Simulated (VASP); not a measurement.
Write the native input for VASP 6.6.1 that does the following.

```
Task                   : single point
Functional             : PBEsol
Potentials or basis    : VASP PAW PBE potentials, release 64 (Au)
Cutoff                 : 520 eV
k mesh                 : 24 × 24 × 12
Occupations            : gaussian, width 0.15 eV
Spin                   : no spin polarisation
Dipole correction      : no
Further INCAR settings : ALGO = Fast; EDIFF = 1e-06; NBANDS = 18
```

The structure of Au lies in POSCAR:

```
Au
1.0
    1.4100150311     -2.5673431609      0.0000000000
    1.4100150311      2.5673431609      0.0000000000
    0.0000000000      0.0000000000      4.8006775662
Au
2
Direct
    0.6638639510      0.3361360490      0.2500000000
    0.3361360490      0.6638639510      0.7500000000
```

This cell differs from its parent crystal: strain +0.0200 x Voigt [0, 1, 0, 0, 0, 0].

One way to write it, as run:

INCAR

```
SYSTEM = Au
  PREC = Accurate
  ENCUT = 520
  EDIFF = 1E-6
  ISMEAR = 0
  SIGMA = 0.15
  LREAL = .False.
  LASPH = .True.
  NELM = 60
  ALGO = Fast
  ISIF = 2
  LWAVE = .False.
  LCHARG = .True.
  GGA = PS
  LELF = .True.
  LVHAR = .True.
  NBANDS = 18
```

KPOINTS

```
regular mesh
0
Gamma
  24 24 12
  0 0 0
```

Potentials or basis: VASP PAW PBE potentials, release 64 (Au).

Command:

```console
$ cat potpaw_PBE.64/Au/POTCAR > POTCAR
$ mpirun -np 1 vasp_std > vasp.out
```

It gave:

| Quantity | Value |
| --- | --- |
| Pressure | -3.3 GPa |
| Largest force | 0.018 eV/Å |
| Band gap on the k mesh | zero (bands 11 and 12 overlap by 6.51 eV) |

Caveat: the cell differs from its parent crystal (strain +0.0200 x Voigt [0, 1, 0, 0, 0, 0]); the cell stands under tension; the PAW data sets were made with another functional, which shifts forces and pressure a little; spin-orbit coupling is left out, which moves the levels of the heavy elements.

Run time: 15 min on 1 thread of Oxide Virtual Turin-like Processor (shared host), peak memory 0.59 GiB.
